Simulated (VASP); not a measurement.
V:

```xyz
1
Lattice="-1.5144 1.5144 1.5144 1.5144 -1.5144 1.5144 1.5144 1.5144 -1.5144" Properties=species:S:1:pos:R:3 pbc="T T T"
V     0.0000    0.0000    0.0000
```

| Quantity | Value |
| --- | --- |
| Program | VASP 6.6.1 |
| Task | relaxation of cell and atoms |
| Functional | PBEsol |
| Potentials or basis | VASP PAW PBE potentials, release 64 (V_sv) |
| Cutoff | 600 eV |
| k mesh | 9 × 9 × 9 |
| Occupations | fermi-dirac, width 0.05 eV |
| Spin | collinear spin, ferromagnetic start |
| Starting moments | [2.0] μB |

At the start: pressure -12.1 GPa; volume 13.89 Å³/atom.

Task: Where does the relaxation end?

Result: Over 6 steps the energy falls by 40.3 meV/atom and the volume is 12.89 Å³/atom (-7.2 %); space group Im-3m (No. 229, to 0.05 Å); moment 0.00 μB per cell.

The path:
| step | energy change (eV) | largest force (eV/Å) | pressure (GPa) | volume (Å³) |
| --- | --- | --- | --- | --- |
| 1 | 0.0000 | 0.0000 | -12.08 | 13.89 |
| 2 | 0.0123 | 0.0000 | 18.31 | 11.89 |
| 3 | -0.0403 | 0.0000 | -0.23 | 12.90 |
| 4 | -0.0403 | 0.0000 | 0.07 | 12.88 |
| 5 | -0.0403 | 0.0000 | -0.06 | 12.89 |
| 6 | -0.0403 | 0.0000 | 0.00 | 12.89 |

Final structure:
```xyz
1
Lattice="-1.4769 1.4769 1.4769 1.4769 -1.4769 1.4769 1.4769 1.4769 -1.4769" Properties=species:S:1:pos:R:3 pbc="T T T"
V     0.0000    0.0000    0.0000
```

Caveat: the PAW data sets were made with another functional, which shifts forces and pressure a little.
